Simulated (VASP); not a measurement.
# B in VASP: a series of runs

The runs below take B through single point, with PBEsol.

All numbers are computed with VASP 6.6.1; they aren't measurements. Logs are shortened: lines on timing, memory, paths and dates and some standing lists are left out, and cuts for length are marked.

## 1. The cell of the first run

The typed cell holds 1 atom: a = 1.723 Å, b = 1.732 Å, c = 3.702 Å, α = 89.53°, β = 88.99°, γ = 119.74°.

## 2. Single point, PBEsol (the cell strained at random)

Input file INCAR:

```
PREC = Accurate
ENCUT = 520
EDIFF = 1E-6
ISMEAR = 0
SIGMA = 0.1
LREAL = False
LASPH = True
NELM = 80
ALGO = Normal
ISIF = 2
LWAVE = False
LCHARG = False
GGA = PS
NBANDS = 8
```

Input file KPOINTS:

```
Automatic mesh
0
Gamma
  24 24 10
```

Input file POSCAR:

```
B
1.0
    1.7229989734      0.0013789712      0.0152878535
   -0.8603052626      1.5028091531      0.0070995805
    0.0326460972      0.0363542285      3.7011876494
B
1
Direct
    0.0000000000      0.0000000000      0.0000000000
```

Potentials or basis: VASP PAW PBE potentials, release 64 (B).

On the command line:

```bash
> cat potpaw_PBE.64/B/POTCAR > POTCAR
> mpirun -np 1 vasp_std > vasp.out
```

OUTCAR:

```text
PREC = Accurate
   ENCUT = 520
   EDIFF = 1E-6
   ISMEAR = 0
   LREAL = False
   LASPH = True
   NELM = 80
   ISIF = 2
   GGA = PS

 ion  position               nearest neighbor table
   1  0.000  0.000  0.000-

  LATTYP: Found a triclinic cell.
 ALAT       =     4.7696030683
 B/A-ratio  =     0.7760625151
 C/A-ratio  =     0.9581281069
 COS(alpha) =     0.0004275998
 COS(beta)  =     0.6154083730
 COS(gamma) =     0.7794643109

  Lattice vectors:

 A1 = (   2.6159503332,  -1.4650759534,   3.7093759224)
 A2 = (   0.0326460972,   0.0363542285,   3.7011876494)
 A3 = (   3.4436094986,  -3.0042393350,   0.0010886925)

Analysis of symmetry for initial positions (statically):
=====================================================================
 Subroutine PRICEL returns:
 Original cell was already a primitive cell.

 Routine SETGRP: Setting up the symmetry group for a
 triclinic supercell.

 Subroutine GETGRP returns: Found  2 space group operations
 (whereof  2 operations were pure point group operations)
 out of a pool of  2 trial point group operations.

The static configuration has the point symmetry S_2 .

Analysis of symmetry for dynamics (positions and initial velocities):
=====================================================================
 Subroutine PRICEL returns:
 Original cell was already a primitive cell.

 Routine SETGRP: Setting up the symmetry group for a
 triclinic supercell.

 Subroutine GETGRP returns: Found  2 space group operations
 (whereof  2 operations were pure point group operations)
 out of a pool of  2 trial point group operations.

The dynamic configuration has the point symmetry S_2 .

 Subroutine INISYM returns: Found  2 space group operations
 (whereof  2 operations are pure point group operations),
 and found     1 'primitive' translations

----------------------------------------------------------------------------------------

                                     Primitive cell

  volume of cell :       9.5863

  direct lattice vectors                    reciprocal lattice vectors
     1.722998973  0.001378971  0.015287854     0.580191902  0.332179001 -0.008380313
    -0.860305263  1.502809153  0.007099581    -0.000474430  0.665179740 -0.006529420
     0.032646097  0.036354229  3.701187649    -0.002395588 -0.002648015  0.270230685

  length of vectors
     1.723067347  1.731649762  3.701510153     0.668607330  0.665211955  0.270254276

  position of ions in fractional coordinates (direct lattice)
     0.000000000  0.000000000  0.000000000

  ion indices of the primitive-cell ions
   primitive index   ion index
                 1           1

----------------------------------------------------------------------------------------

 KPOINTS: Automatic mesh

Automatic generation of k-mesh.
 Grid dimensions read from file:
 generate k-points for:   24   24   10

 Generating k-lattice:

  Cartesian coordinates                     Fractional coordinates (reciprocal lattice)
     0.024174663  0.013840792 -0.000349180     0.041666667  0.000000000  0.000000000
    -0.000019768  0.027715822 -0.000272059     0.000000000  0.041666667  0.000000000
    -0.000239559 -0.000264802  0.027023068     0.000000000  0.000000000  0.100000000

  Length of vectors
     0.027858639  0.027717165  0.027025428

  Shift w.r.t. Gamma in fractional coordinates (k-lattice)
     0.000000000  0.000000000  0.000000000

 Subroutine IBZKPT returns following result:
 ===========================================

 Found   2884 irreducible k-points:

 Following reciprocal coordinates:
            Coordinates               Weight
  0.000000  0.000000  0.000000      1.000000
  0.041667 -0.000000  0.000000      2.000000
  0.083333 -0.000000 -0.000000      2.000000
  0.125000 -0.000000 -0.000000      2.000000
  0.166667 -0.000000  0.000000      2.000000
  0.208333 -0.000000  0.000000      2.000000
[... 16 lines left out ...]
  0.375000  0.041667 -0.000000      2.000000
  0.416667  0.041667 -0.000000      2.000000
 [... further k-points ...]
   k-points           NKPTS =   2884   k-points in BZ     NKDIM =   2884   number of bands    NBANDS=      8
   number of dos      NEDOS =    301   number of ions     NIONS =      1
   total plane-waves  NPLWV =   5488
   dimension x,y,z NGX =    14 NGY =   14 NGZ =   28
   dimension x,y,z NGXF=    28 NGYF=   28 NGZF=   56
   ions per type =               1
   NGX,Y,Z   is equivalent  to a cutoff of  13.51, 13.44, 12.58 a.u.
   NGXF,Y,Z  is equivalent  to a cutoff of  27.02, 26.88, 25.15 a.u.
 SYSTEM =  unknown system
   PREC   = accura    normal or accurate (medium, high low for compatibility)
   ISTART =      0    job   : 0-new  1-cont  2-samecut
   ICHARG =      2    charge: 1-file 2-atom 10-const
   ISPIN  =      1    spin polarized calculation?
   LNONCOLLINEAR =      F non collinear calculations
   LSORBIT =      F    spin-orbit coupling
   LASPH  =      T    aspherical Exc in radial PAW
   ENCUT  =  520.0 eV  38.22 Ry    6.18 a.u.   3.20  3.22  6.88*2*pi/ulx,y,z
   NELM   =     80;   NELMIN=  2; NELMDL= -5     # of ELM steps
   EDIFF  = 0.1E-05   stopping-criterion for ELM
   LREAL  =      F    real-space projection
   EDIFFG = 0.1E-04   stopping-criterion for IOM
   NSW    =      0    number of steps for IOM
   IBRION =     -1    ionic relax: 0-MD 1-quasi-New 2-CG
   NFREE  =      0    steps in history (QN), initial steepest desc. (CG)
   ISIF   =      2    stress and relaxation
   ISYM   =      2    0-nonsym 1-usesym 2-fastsym
   POTIM  = 0.5000    time-step for ionic-motion
   TEBEG  =    0.0;   TEEND  =   0.0 temperature during run
   PSTRESS=    0.0 pullay stress
   NELECT =       3.0000    total number of electrons
   NUPDOWN=      -1.0000    fix difference up-down
   EMIN   =  10.00;   EMAX   =-10.00  energy-range for DOS
   EFERMI =   0.00;   METHOD = LEGACY
   ISMEAR =     0;   SIGMA  =   0.10  broadening in eV -4-tet -1-fermi 0-gaus
   EFERMI_NEDOS =   21; number of points for ismear=-14 and -15
   IALGO  =     38    algorithm
   IMIX   =      4    mixing-type and parameters
     AMIX     =   0.40;   BMIX     =  1.00
     AMIX_MAG =   1.60;   BMIX_MAG =  1.00
  volume/ion in A,a.u.               =       9.59        64.69
  Fermi-wavevector in a.u.,A,eV,Ry     =   1.111469  2.100373 16.808153  1.235364
  Thomas-Fermi vector in A             =   2.248033
   LORBIT       =      0    0 simple, 1 ext, 2 COOP (PROOUT), +10 PAW based schemes
   GGA     = PS    functional components
   LHFCALC =     F    Hartree Fock is set to
   AEXX    =    0.0000 exact exchange contribution
   IVDW    =     0    specifies the selected vdW correction
   LEPSILON=     F    determine dielectric tensor
   LRPA    =     F    only Hartree local field effects (RPA)
 non-spin polarized calculation
 Gauss-broadening in eV      SIGMA  =   0.10
  energy-cutoff  :      520.00
  volume of cell :        9.59
 maximum number of plane-waves:       269
 NGX is ok and might be reduce to    14
   NGX =  7   NGY =  7   NGZ = 13

 number of electron       3.0000000 magnetization

 Free energy of the ion-electron system (eV)
  ---------------------------------------------------
  ext. energy  EPLUGINS =         0.00000000
  ---------------------------------------------------
  free energy    TOTEN  =        -6.29574274 eV

  energy without entropy =       -6.29434697  energy(sigma->0) =       -6.29504486

 E-fermi :   4.8587     XC(G=0): -10.0552

 val. band max:        4.8567237340   @ k =  -0.2083  -0.3750   0.2000
 cond. band min:       4.8609067736   @ k =  -0.2500   0.4167   0.5000
 fundamental gap:      0.0041830396
 Fermi energy:         4.8586561861

 k-point     1 :       0.0000    0.0000    0.0000
  band No.  band energies     occupation
      1     -11.9813      2.00000
      2      -1.6621      2.00000
      3       7.0711      0.00000
      4      28.5734      0.00000
      5      28.8573      0.00000
      6      29.9396      0.00000
      7      35.7361      0.00000
      8      49.3939      0.00000

 k-point     2 :       0.0417   -0.0000    0.0000
  band No.  band energies     occupation
      1     -11.9022      2.00000
      2      -1.5514      2.00000
      3       7.1686      0.00000
      4      28.2520      0.00000
      5      28.5057      0.00000
      6      30.0217      0.00000
      7      35.9892      0.00000
      8      47.7274      0.00000

 k-point     3 :       0.0833   -0.0000   -0.0000
  band No.  band energies     occupation
      1     -11.6652      2.00000
      2      -1.2197      2.00000
      3       7.4603      0.00000
      4      27.1541      0.00000
      5      27.7473      0.00000
      6      30.2620      0.00000
      7      36.5991      0.00000
      8      45.1581      0.00000

 k-point     4 :       0.1250   -0.0000   -0.0000
  band No.  band energies     occupation
      1     -11.2716      2.00000
      2      -0.6682      2.00000
      3       7.9424      0.00000
      4      25.4132      0.00000
      5      26.7665      0.00000
      6      30.6354      0.00000
      7      37.2507      0.00000
      8      43.3873      0.00000

 k-point     5 :       0.1667   -0.0000    0.0000
  band No.  band energies     occupation
      1     -10.7236      2.00000
      2       0.1011      2.00000
      3       8.6053      0.00000
      4      23.2442      0.00000
      5      25.6621      0.00000
      6      31.0792      0.00000
      7      37.6125      0.00000
      8      42.7311      0.00000
[... 177 lines left out ...]
 k-point    22 :       0.3333    0.0417    0.0000
  band No.  band energies     occupation
      1      -6.5179      2.00000
      2       6.1368      0.00000
      3      10.0972      0.00000
      4      16.1193      0.00000
      5      21.0854      0.00000
      6      26.1310      0.00000
      7      33.9004      0.00000
      8      38.1027      0.00000

 k-point    23 :       0.3750    0.0417   -0.0000
  band No.  band energies     occupation
      1      -5.3836      2.00000
      2       7.8749      0.00000
      3       8.4185      0.00000
      4      17.4870      0.00000
      5      20.6127      0.00000
      6      23.3969      0.00000
      7      30.6439      0.00000
      8      38.3710      0.00000

 k-point    24 :       0.4167    0.0417   -0.0000
  band No.  band energies     occupation
      1      -4.3656      2.00000
      2       6.8794      0.00000
      3       9.5749      0.00000
      4      19.0703      0.00000
      5      20.5462      0.00000
      6      21.0050      0.00000
      7      27.6486      0.00000
      8      38.5600      0.00000

 [... further k-points ...]
[... 5 lines left out ...]
  --------------------------------------------------------------------------------------
  -------------------------------------------------------------------------------------
  Total       -0.4798569     -0.6054542     -0.0572851     -0.0146533     -0.0013984     -0.0033548
  in kB      -80.1990427   -101.1902769     -9.5741326     -2.4490266     -0.2337245     -0.5606964
  external PRESSURE =     -63.6544840 kB  Pullay stress =       0.0000000 kB

 VOLUME and BASIS-vectors are now :
 -----------------------------------------------------------------------------
  energy-cutoff  :      520.00
  volume of cell :        9.59
      direct lattice vectors                 reciprocal lattice vectors
     1.722998973  0.001378971  0.015287854     0.580191902  0.332179001 -0.008380313
    -0.860305263  1.502809153  0.007099581    -0.000474430  0.665179740 -0.006529420
     0.032646097  0.036354229  3.701187649    -0.002395588 -0.002648015  0.270230685

 POSITION                                       TOTAL-FORCE (eV/Angst)
 -----------------------------------------------------------------------------------
      0.00000      0.00000      0.00000        -0.000000      0.000000      0.000000
 -----------------------------------------------------------------------------------
    total drift:                                0.000000      0.000000     -0.000000

  FREE ENERGIE OF THE ION-ELECTRON SYSTEM (eV)
  ---------------------------------------------------
  free  energy   TOTEN  =        -6.2957427385 eV

  energy  without entropy=       -6.2943469725  energy(sigma->0) =       -6.29504486
```

Wall time 4 min (1 thread of Intel Xeon 8259CL, shared host); peak memory 0.28 GiB.

What came out:

```yaml
Free_energy: -6.2957 eV
Pressure: -6.4 GPa
```

Stress tensor (GPa, compression positive):
```
 -8.02  -0.24  -0.06
 -0.24 -10.12  -0.02
 -0.06  -0.02  -0.96
```

Caveat: the cell differs from its parent crystal (the cell strained at random); the PAW data sets were made with another functional, which shifts forces and pressure a little.

## 3. Single point, PBEsol

This run uses another cell than the first one, of 9.12 Å³/atom, 0.952 times its volume.

Input file INCAR:

```
  PREC = Accurate
  ENCUT = 500
  EDIFF = 1E-6
  ISMEAR = 0
  SIGMA = 0.1
  LREAL = F
  LASPH = T
  NELM = 120
  ALGO = Normal
  ISIF = 2
  LWAVE = F
  LCHARG = F
  GGA = PS
  NBANDS = 8
  GGA_COMPAT = F
```

Input file KPOINTS:

```
Automatic mesh
0
Gamma
  12 12 6
```

Input file POSCAR:

```
B
1.0
    1.7024335758      0.0000000000      0.0000000000
   -0.8512167879      1.4743507249      0.0000000000
    0.0000000000      0.0000000000      3.6354228500
B
1
Direct
    0.0000000000      0.0000000000      0.0000000000
```

Potentials or basis: VASP PAW PBE potentials, release 64 (B).

On the command line:

```bash
> cat potpaw_PBE.64/B/POTCAR > POTCAR
> mpirun -np 1 vasp_std > vasp.out
```

OUTCAR:

```text
PREC = Accurate
   ENCUT = 500
   EDIFF = 1E-6
   ISMEAR = 0
   LREAL = F
   LASPH = T
   NELM = 120
   ISIF = 2
   GGA = PS

 ion  position               nearest neighbor table
   1  0.000  0.000  0.000-

  LATTYP: Found a hexagonal cell.
 ALAT       =     1.7024335758
 C/A-ratio  =     2.1354271331

  Lattice vectors:

 A1 = (   1.7024335758,   0.0000000000,   0.0000000000)
 A2 = (  -0.8512167879,   1.4743507249,   0.0000000000)
 A3 = (   0.0000000000,   0.0000000000,   3.6354228500)

Analysis of symmetry for initial positions (statically):
=====================================================================
 Subroutine PRICEL returns:
 Original cell was already a primitive cell.

 Routine SETGRP: Setting up the symmetry group for a
 hexagonal supercell.

 Subroutine GETGRP returns: Found 24 space group operations
 (whereof 24 operations were pure point group operations)
 out of a pool of 24 trial point group operations.

The static configuration has the point symmetry D_6h.

Analysis of symmetry for dynamics (positions and initial velocities):
[... 152 lines left out ...]
  ---------------------------------------------------
  free energy    TOTEN  =        -6.27659727 eV

  energy without entropy =       -6.27223801  energy(sigma->0) =       -6.27441764

 E-fermi :   5.2266     XC(G=0): -10.2339

 val. band max:        5.2027186648   @ k =   0.3333   0.2500   0.3333
 cond. band min:       5.2271128478   @ k =   0.3333   0.2500   0.5000
 fundamental gap:      0.0243941830
 Fermi energy:         5.2266400322

 k-point     1 :       0.0000    0.0000    0.0000
  band No.  band energies     occupation
      1     -11.8969      2.00000
      2      -1.4963      2.00000
      3       7.3888      0.00000
      4      30.2666      0.00000
      5      30.2666      0.00000
      6      31.2264      0.00000
      7      37.1296      0.00000
      8      51.5454      0.00000
[... 243 lines left out ...]
 k-point    24 :       0.3333    0.0000    0.1667
  band No.  band energies     occupation
      1      -6.9332      2.00000
      2       5.0903      1.94614
      3      11.8149      0.00000
      4      17.2531      0.00000
      5      23.0294      0.00000
      6      28.0683      0.00000
      7      34.8084      0.00000
      8      38.1458      0.00000

 [... further k-points ...]
[... 5 lines left out ...]
  --------------------------------------------------------------------------------------
  -------------------------------------------------------------------------------------
  Total        0.2704573      0.2704573      0.0445601      0.0000000      0.0000000      0.0000000
  in kB       47.4879503     47.4879503      7.8240270      0.0000000      0.0000000      0.0000000
  external PRESSURE =      34.2666426 kB  Pullay stress =       0.0000000 kB

 VOLUME and BASIS-vectors are now :
 -----------------------------------------------------------------------------
  energy-cutoff  :      500.00
  volume of cell :        9.12
      direct lattice vectors                 reciprocal lattice vectors
     1.702433576  0.000000000  0.000000000     0.587394430  0.339132332  0.000000000
    -0.851216788  1.474350725  0.000000000     0.000000000  0.678264665  0.000000000
     0.000000000  0.000000000  3.635422850     0.000000000  0.000000000  0.275071165

 POSITION                                       TOTAL-FORCE (eV/Angst)
 -----------------------------------------------------------------------------------
      0.00000      0.00000      0.00000        -0.000000      0.000000      0.000000
 -----------------------------------------------------------------------------------
    total drift:                               -0.000000     -0.000000     -0.000000

  FREE ENERGIE OF THE ION-ELECTRON SYSTEM (eV)
  ---------------------------------------------------
  free  energy   TOTEN  =        -6.2765972729 eV

  energy  without entropy=       -6.2722380092  energy(sigma->0) =       -6.27441764
```

OSZICAR:

```text
N       E                     dE             d eps       ncg     rms          rms(c)
DAV:   1    -0.315805526855E+01   -0.31581E+01   -0.15284E+03  1264   0.283E+02
DAV:   2    -0.677132573191E+01   -0.36133E+01   -0.33751E+01  1688   0.407E+01
DAV:   3    -0.677921287302E+01   -0.78871E-02   -0.78871E-02  1416   0.209E+00
DAV:   4    -0.677921547125E+01   -0.25982E-05   -0.25982E-05  1832   0.342E-02
DAV:   5    -0.677921547127E+01   -0.17423E-10   -0.22051E-09  1400   0.199E-04    0.326E+00
DAV:   6    -0.641799217060E+01    0.36122E+00   -0.30659E-01  1272   0.210E+00    0.191E+00
DAV:   7    -0.628139496440E+01    0.13660E+00   -0.48766E-01  1328   0.258E+00    0.388E-01
DAV:   8    -0.627849596940E+01    0.28990E-02   -0.35156E-02  1304   0.729E-01    0.303E-01
DAV:   9    -0.627659942003E+01    0.18965E-02   -0.53107E-03  1320   0.287E-01    0.353E-02
DAV:  10    -0.627659676646E+01    0.26536E-05   -0.92744E-05  1384   0.463E-02    0.759E-03
DAV:  11    -0.627659727288E+01   -0.50642E-06   -0.43699E-06  1424   0.113E-02
   1 F= -.62765973E+01 E0= -.62744176E+01  d E =-.435926E-02
```

stdout:

```text
POSCAR found type information on POSCAR B
 POSCAR found :  1 types and       1 ions
 scaLAPACK will be used
 -----------------------------------------------------------------------------
|                                                                             |
|                                                                             |
|     You enforced a specific xc type in the INCAR file but a different       |
|     I HOPE YOU KNOW WHAT YOU ARE DOING!                                     |
|                                                                             |
 -----------------------------------------------------------------------------

 LDA part: xc-table for (Slater+PW92), standard interpolation
 POSCAR, INCAR and KPOINTS ok, starting setup
 FFT: planning ... GRIDC
 FFT: planning ... GRID_SOFT
 FFT: planning ... GRID
 WAVECAR not read
 entering main loop
```

It took 8.5 s on 1 thread of AMD EPYC 7R13, shared host; peak memory 0.08 GiB.

Results:

* Free energy: -6.2766 eV
* Pressure: 3.4 GPa

Stress tensor (GPa, compression positive):
```
4.75 0.00 0.00
0.00 4.75 0.00
0.00 0.00 0.78
```

Levels at points of the mesh, in eV from the Fermi level:
```tsv
k point	band 1	band 2	band 3	band 4	band 5
(0.00, 0.00, 0.00)	-17.12	-6.72	2.16	25.04	25.04
(0.50, 0.00, 0.00)	-8.76	1.28	6.36	14.54	16.25
(0.00, 0.00, 0.50)	-16.79	-8.69	8.85	13.72	25.05
(0.50, 0.00, 0.50)	-8.68	1.72	5.26	11.29	16.27
```

Caveat: the PAW data sets were made with another functional, which shifts forces and pressure a little.
